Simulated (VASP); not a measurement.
# AlRu (Pm-3m) in VASP: notebook

Runs on AlRu. Level: PBEsol. Tasks: single point.

Program: VASP 6.6.1. These are calculated values, not measurements. Logs are shortened: lines on timing, memory, paths and dates and some standing lists are left out, and cuts for length are marked.

## (1) The cell of the first run

The structure is cubic, space group Pm-3m (No. 221). The conventional cell has a = 2.992 Å, b = 2.992 Å, c = 2.992 Å, α = 90.00°, β = 90.00°, γ = 90.00°. Within 3.4 Å of Al (site symmetry m-3m) lie 8 Ru at 2.59 Å and 6 Al at 2.99 Å. Within 3.4 Å of Ru (site symmetry m-3m) lie 8 Al at 2.59 Å and 6 Ru at 2.99 Å.

## (2) Single point, PBEsol

File INCAR:

```
SYSTEM = AlRu
  ALGO = Normal
  EDIFF = 1E-7
  ENCUT = 520
  GGA = PS
  ISIF = 2
  ISMEAR = -1
  LASPH = .True.
  LCHARG = .False.
  LREAL = .False.
  LWAVE = .False.
  NBANDS = 16
  NELM = 80
  PREC = Accurate
  SIGMA = 0.05
```

File KPOINTS:

```
k-points
0
Gamma
  10 10 10
  0 0 0
```

File POSCAR:

```
AlRu
1.0
    2.9916000000      0.0000000000      0.0000000000
    0.0000000000      2.9916000000      0.0000000000
    0.0000000000      0.0000000000      2.9916000000
Al Ru
1 1
Direct
    0.0000000000      0.0000000000      0.0000000000
    0.5000000000      0.5000000000      0.5000000000
```

Potentials or basis: VASP PAW PBE potentials, release 64 (Al, Ru_pv).

On the command line:

```sh
cat potpaw_PBE.64/Al/POTCAR potpaw_PBE.64/Ru_pv/POTCAR > POTCAR
mpirun -np 1 vasp_std > vasp.out
```

OUTCAR:

```text
SYSTEM = AlRu
   EDIFF = 1E-7
   ENCUT = 520
   GGA = PS
   ISIF = 2
   ISMEAR = -1
   LASPH = .True.
   LREAL = .False.
   NELM = 80
   PREC = Accurate

 ion  position               nearest neighbor table
   1  0.000  0.000  0.000-   2 2.59   2 2.59   2 2.59   2 2.59   2 2.59   2 2.59   2 2.59   2 2.59

   2  0.500  0.500  0.500-   1 2.59   1 2.59   1 2.59   1 2.59   1 2.59   1 2.59   1 2.59   1 2.59

  LATTYP: Found a simple cubic cell.
 ALAT       =     2.9916000000

  Lattice vectors:

 A1 = (   2.9916000000,   0.0000000000,   0.0000000000)
 A2 = (   0.0000000000,   2.9916000000,   0.0000000000)
 A3 = (   0.0000000000,   0.0000000000,   2.9916000000)

Analysis of symmetry for initial positions (statically):
=====================================================================
 Subroutine PRICEL returns:
 Original cell was already a primitive cell.

 Routine SETGRP: Setting up the symmetry group for a
 simple cubic supercell.

 Subroutine GETGRP returns: Found 48 space group operations
 (whereof 48 operations were pure point group operations)
 out of a pool of 48 trial point group operations.

The static configuration has the point symmetry O_h .

Analysis of symmetry for dynamics (positions and initial velocities):
=====================================================================
 Subroutine PRICEL returns:
 Original cell was already a primitive cell.

 Routine SETGRP: Setting up the symmetry group for a
 simple cubic supercell.

 Subroutine GETGRP returns: Found 48 space group operations
 (whereof 48 operations were pure point group operations)
 out of a pool of 48 trial point group operations.

The dynamic configuration has the point symmetry O_h .

 Subroutine INISYM returns: Found 48 space group operations
 (whereof 48 operations are pure point group operations),
 and found     1 'primitive' translations

----------------------------------------------------------------------------------------

                                     Primitive cell

  volume of cell :      26.7738

  direct lattice vectors                    reciprocal lattice vectors
     2.991600000  0.000000000  0.000000000     0.334269287  0.000000000  0.000000000
     0.000000000  2.991600000  0.000000000     0.000000000  0.334269287  0.000000000
     0.000000000  0.000000000  2.991600000     0.000000000  0.000000000  0.334269287

  length of vectors
     2.991600000  2.991600000  2.991600000     0.334269287  0.334269287  0.334269287

  position of ions in fractional coordinates (direct lattice)
     0.000000000  0.000000000  0.000000000
     0.500000000  0.500000000  0.500000000

  ion indices of the primitive-cell ions
   primitive index   ion index
                 1           1
                 2           2

----------------------------------------------------------------------------------------

 KPOINTS: k-points

Automatic generation of k-mesh.
 Grid dimensions read from file:
 generate k-points for:   10   10   10

 Generating k-lattice:

  Cartesian coordinates                     Fractional coordinates (reciprocal lattice)
     0.033426929  0.000000000  0.000000000     0.100000000  0.000000000  0.000000000
     0.000000000  0.033426929  0.000000000     0.000000000  0.100000000  0.000000000
     0.000000000  0.000000000  0.033426929     0.000000000  0.000000000  0.100000000

  Length of vectors
     0.033426929  0.033426929  0.033426929

  Shift w.r.t. Gamma in fractional coordinates (k-lattice)
     0.000000000  0.000000000  0.000000000

 Subroutine IBZKPT returns following result:
 ===========================================

 Found     56 irreducible k-points:

 Following reciprocal coordinates:
            Coordinates               Weight
  0.000000  0.000000  0.000000      1.000000
  0.100000  0.000000  0.000000      6.000000
  0.200000  0.000000  0.000000      6.000000
  0.300000  0.000000  0.000000      6.000000
  0.400000  0.000000  0.000000      6.000000
  0.500000  0.000000  0.000000      3.000000
[... 16 lines left out ...]
  0.200000  0.100000  0.100000     24.000000
  0.300000  0.100000  0.100000     24.000000
 [... further k-points ...]
   k-points           NKPTS =     56   k-points in BZ     NKDIM =     56   number of bands    NBANDS=     16
   number of dos      NEDOS =    301   number of ions     NIONS =      2
   total plane-waves  NPLWV =  13824
   dimension x,y,z NGX =    24 NGY =   24 NGZ =   24
   dimension x,y,z NGXF=    48 NGYF=   48 NGZF=   48
   ions per type =               1   1
   NGX,Y,Z   is equivalent  to a cutoff of  13.34, 13.34, 13.34 a.u.
   NGXF,Y,Z  is equivalent  to a cutoff of  26.67, 26.67, 26.67 a.u.
 SYSTEM =  AlRu
   PREC   = accura    normal or accurate (medium, high low for compatibility)
   ISTART =      0    job   : 0-new  1-cont  2-samecut
   ICHARG =      2    charge: 1-file 2-atom 10-const
   ISPIN  =      1    spin polarized calculation?
   LNONCOLLINEAR =      F non collinear calculations
   LSORBIT =      F    spin-orbit coupling
   LASPH  =      T    aspherical Exc in radial PAW
   ENCUT  =  520.0 eV  38.22 Ry    6.18 a.u.   5.56  5.56  5.56*2*pi/ulx,y,z
   NELM   =     80;   NELMIN=  2; NELMDL= -5     # of ELM steps
   EDIFF  = 0.1E-06   stopping-criterion for ELM
   LREAL  =      F    real-space projection
   EDIFFG = 0.1E-05   stopping-criterion for IOM
   NSW    =      0    number of steps for IOM
   IBRION =     -1    ionic relax: 0-MD 1-quasi-New 2-CG
   NFREE  =      0    steps in history (QN), initial steepest desc. (CG)
   ISIF   =      2    stress and relaxation
   ISYM   =      2    0-nonsym 1-usesym 2-fastsym
   POTIM  = 0.5000    time-step for ionic-motion
   TEBEG  =    0.0;   TEEND  =   0.0 temperature during run
   PSTRESS=    0.0 pullay stress
   NELECT =      17.0000    total number of electrons
   NUPDOWN=      -1.0000    fix difference up-down
   EMIN   =  10.00;   EMAX   =-10.00  energy-range for DOS
   EFERMI =   0.00;   METHOD = LEGACY
   ISMEAR =    -1;   SIGMA  =   0.05  broadening in eV -4-tet -1-fermi 0-gaus
   EFERMI_NEDOS =   21; number of points for ismear=-14 and -15
   IALGO  =     38    algorithm
   IMIX   =      4    mixing-type and parameters
     AMIX     =   0.40;   BMIX     =  1.00
     AMIX_MAG =   1.60;   BMIX_MAG =  1.00
  volume/ion in A,a.u.               =      13.39        90.34
  Fermi-wavevector in a.u.,A,eV,Ry     =   1.407087  2.659009 26.938090  1.979894
  Thomas-Fermi vector in A             =   2.529382
   LORBIT       =      0    0 simple, 1 ext, 2 COOP (PROOUT), +10 PAW based schemes
   GGA     = PS    functional components
   LHFCALC =     F    Hartree Fock is set to
   AEXX    =    0.0000 exact exchange contribution
   IVDW    =     0    specifies the selected vdW correction
   LEPSILON=     F    determine dielectric tensor
   LRPA    =     F    only Hartree local field effects (RPA)
 non-spin polarized calculation
  energy-cutoff  :      520.00
  volume of cell :       26.77
 maximum number of plane-waves:       739
 NGX is ok and might be reduce to    24
   NGX = 11   NGY = 11   NGZ = 11

 number of electron      16.9999995 magnetization

 Free energy of the ion-electron system (eV)
  ---------------------------------------------------
  ext. energy  EPLUGINS =         0.00000000
  ---------------------------------------------------
  free energy    TOTEN  =       -15.52469408 eV

  energy without entropy =      -15.51059367  energy(sigma->0) =      -15.51764387

 E-fermi :  10.6160     XC(G=0): -12.6873

 val. band max:       10.6064246908   @ k =   0.4000   0.1000   0.1000
 cond. band min:      10.6376044421   @ k =   0.5000   0.1000   0.1000
 fundamental gap:      0.0311797513
 Fermi energy:        10.6159653048

 k-point     1 :       0.0000    0.0000    0.0000
  band No.  band energies     occupation
      1     -31.1247      2.00000
      2     -31.1247      2.00000
      3     -31.1247      2.00000
      4       0.9145      2.00000
      5       6.9974      2.00000
      6       6.9974      2.00000
[... 8 lines left out ...]
     15      22.5850      0.00000
     16      25.6741      0.00000

 k-point     2 :       0.1000    0.0000    0.0000
  band No.  band energies     occupation
      1     -31.1451      2.00000
      2     -31.1230      2.00000
      3     -31.1230      2.00000
      4       1.1065      2.00000
      5       7.0617      2.00000
      6       7.0642      2.00000
[... 8 lines left out ...]
     15      22.5871      0.00000
     16      26.2901      0.00000

 k-point     3 :       0.2000    0.0000    0.0000
  band No.  band energies     occupation
      1     -31.1981      2.00000
      2     -31.1185      2.00000
      3     -31.1185      2.00000
      4       1.6651      2.00000
      5       7.1449      2.00000
      6       7.2471      2.00000
[... 8 lines left out ...]
     15      23.1131      0.00000
     16      27.9849      0.00000

 k-point     4 :       0.3000    0.0000    0.0000
  band No.  band energies     occupation
      1     -31.2632      2.00000
      2     -31.1129      2.00000
      3     -31.1129      2.00000
      4       2.5417      2.00000
      5       6.9237      2.00000
      6       7.4917      2.00000
[... 8 lines left out ...]
     15      23.6020      0.00000
     16      26.1518      0.00000
[... 324 lines left out ...]
 k-point    22 :       0.1000    0.1000    0.1000
  band No.  band energies     occupation
      1     -31.1431      2.00000
      2     -31.1406      2.00000
      3     -31.1406      2.00000
      4       1.4816      2.00000
      5       7.2035      2.00000
      6       7.2035      2.00000
[... 8 lines left out ...]
     15      22.5869      0.00000
     16      27.2535      0.00000

 k-point    23 :       0.2000    0.1000    0.1000
  band No.  band energies     occupation
      1     -31.1942      2.00000
      2     -31.1375      2.00000
      3     -31.1360      2.00000
      4       2.0210      2.00000
      5       7.3172      2.00000
      6       7.3795      2.00000
[... 8 lines left out ...]
     15      23.6645      0.00000
     16      26.7631      0.00000

 k-point    24 :       0.3000    0.1000    0.1000
  band No.  band energies     occupation
      1     -31.2587      2.00000
      2     -31.1316      2.00000
      3     -31.1303      2.00000
      4       2.8620      2.00000
      5       7.0656      2.00000
      6       7.6262      2.00000
[... 8 lines left out ...]
     15      24.3882      0.00000
     16      25.1288      0.00000

 [... further k-points ...]

------------------------ aborting loop because EDIFF is reached ----------------------------------------

  FORCE on cell =-STRESS in cart. coord.  units (eV):
  Direction    XX          YY          ZZ          XY          YZ          ZX
  --------------------------------------------------------------------------------------
  -------------------------------------------------------------------------------------
  Total       -0.5341765     -0.5341765     -0.5341765      0.0000000      0.0000000     -0.0000000
  in kB      -31.9657421    -31.9657421    -31.9657421      0.0000000      0.0000000     -0.0000000
  external PRESSURE =     -31.9657421 kB  Pullay stress =       0.0000000 kB

 VOLUME and BASIS-vectors are now :
 -----------------------------------------------------------------------------
  energy-cutoff  :      520.00
  volume of cell :       26.77
      direct lattice vectors                 reciprocal lattice vectors
     2.991600000  0.000000000  0.000000000     0.334269287  0.000000000  0.000000000
     0.000000000  2.991600000  0.000000000     0.000000000  0.334269287  0.000000000
     0.000000000  0.000000000  2.991600000     0.000000000  0.000000000  0.334269287

 POSITION                                       TOTAL-FORCE (eV/Angst)
 -----------------------------------------------------------------------------------
      0.00000      0.00000      0.00000         0.000000      0.000000      0.000000
      1.49580      1.49580      1.49580         0.000000      0.000000      0.000000
 -----------------------------------------------------------------------------------
    total drift:                                0.000000     -0.000000     -0.000000

  FREE ENERGIE OF THE ION-ELECTRON SYSTEM (eV)
  ---------------------------------------------------
  free  energy   TOTEN  =       -15.5246940807 eV

  energy  without entropy=      -15.5105936657  energy(sigma->0) =      -15.51764387
```

It took 8.1 s on 1 thread of Intel Xeon 6975P-C, shared host; peak memory 0.15 GiB.

What came out:

| Property | Result |
| --- | --- |
| Free energy | -15.5247 eV |
| Pressure | -3.2 GPa |

Caveat: the PAW data sets were made with another functional, which shifts forces and pressure a little.

## (3) Single point, PBEsol

This run uses another cell than the first one, of 13.92 Å³/atom, 1.040 times its volume.

File INCAR:

```
  PREC = Accurate
  ENCUT = 520
  EDIFF = 1E-6
  ISMEAR = -1
  SIGMA = 0.05
  LREAL = False
  LASPH = True
  NELM = 60
  ALGO = Normal
  ISIF = 2
  LWAVE = False
  LCHARG = False
  GGA = PS
  NBANDS = 16
```

File KPOINTS:

```
regular mesh
0
Gamma
  10 10 10
```

File POSCAR:

```
AlRu
1.0
    3.0309676725      0.0000000000      0.0000000000
    0.0000000000      3.0309676725      0.0000000000
    0.0000000000      0.0000000000      3.0309676725
Al Ru
1 1
Direct
    0.0000000000      0.0000000000      0.0000000000
    0.5000000000      0.5000000000      0.5000000000
```

Potentials or basis: VASP PAW PBE potentials, release 64 (Al, Ru_pv).

On the command line:

```sh
cat potpaw_PBE.64/Al/POTCAR potpaw_PBE.64/Ru_pv/POTCAR > POTCAR
mpirun -np 1 vasp_std > vasp.out
```

Run time: 7.7 s. Hardware: 1 thread of Intel Xeon 6975P-C, shared host; peak memory 0.15 GiB.

Results (log left out):

| Property | Result |
| --- | --- |
| Free energy | -15.4782 eV |
| Pressure | -10.6 GPa |

Levels at points of the mesh, in eV from the Fermi level:
```csv
k point,band 5,band 6,band 7,band 8,band 9,band 10,band 11,band 12,band 13,band 14
"(0.00, 0.00, 0.00)",-3.41,-3.41,0.15,0.15,0.15,5.87,5.87,5.87,10.75,10.75
"(0.50, 0.00, 0.00)",-5.42,-2.66,-1.54,-1.54,0.39,2.11,7.45,10.78,10.78,11.98
"(0.50, 0.50, 0.00)",-2.96,-1.35,-1.35,-1.11,-1.11,1.40,5.00,5.87,10.28,11.98
"(0.50, 0.50, 0.50)",-4.43,-4.43,1.49,1.49,2.35,3.99,3.99,3.99,8.20,8.20
```

Caveat: the PAW data sets were made with another functional, which shifts forces and pressure a little.

## (4) Single point, PBEsol

This run uses another cell than the first one, of 14.46 Å³/atom, 1.080 times its volume.

File INCAR:

```
PREC = Accurate
ENCUT = 520
EDIFF = 1E-6
ISMEAR = -1
SIGMA = 0.05
LREAL = False
LASPH = True
NELM = 80
ALGO = Normal
ISIF = 2
LWAVE = False
LCHARG = False
GGA = PS
NBANDS = 16
```

KPOINTS is that of step 3.

File POSCAR:

```
AlRu
1.0
    3.0693384252      0.0000000000      0.0000000000
    0.0000000000      3.0693384252      0.0000000000
    0.0000000000      0.0000000000      3.0693384252
Al Ru
1 1
Direct
    0.0000000000      0.0000000000      0.0000000000
    0.5000000000      0.5000000000      0.5000000000
```

On the command line:

```sh
cat potpaw_PBE.64/Al/POTCAR potpaw_PBE.64/Ru_pv/POTCAR > POTCAR
mpirun -np 1 vasp_std > vasp.out
```

Wall time 7.8 s (1 thread of Intel Xeon 6975P-C, shared host); peak memory 0.15 GiB.

The run converged. Its results:

* Free energy: -15.3873 eV
* Pressure: -16.5 GPa

Levels at points of the mesh, in eV from the Fermi level:
```csv
k point,band 7,band 8,band 9,band 10,band 11,band 12
"(0.00, 0.00, 0.00)",0.14,0.14,0.14,5.70,5.70,5.70
"(0.50, 0.00, 0.00)",-1.46,-1.46,0.36,1.99,7.46,10.58
"(0.50, 0.50, 0.00)",-1.32,-1.05,-1.05,1.32,4.76,5.51
"(0.50, 0.50, 0.50)",1.40,1.40,2.13,3.91,3.91,3.91
```

Caveat: the PAW data sets were made with another functional, which shifts forces and pressure a little.

## (5) Summary

```tsv
cell	gap on the mesh (eV)	pressure (GPa)
a = 2.992 Å, 2 atoms	none	-3.2
a = 3.031 Å, 2 atoms	none	-10.6
a = 3.069 Å, 2 atoms	none	-16.5
```

Alike in all rows: task single point; level PBEsol; potentials or basis VASP PAW PBE potentials, release 64 (Al, Ru_pv); no spin polarisation; k mesh 10 × 10 × 10; cutoff (eV) 520; smearing fermi-dirac 0.05 eV.

Caveats: the PAW data sets were made with another functional, which shifts forces and pressure a little.

Total energies depend on the potentials used, so only differences within one code and one set of settings carry meaning.
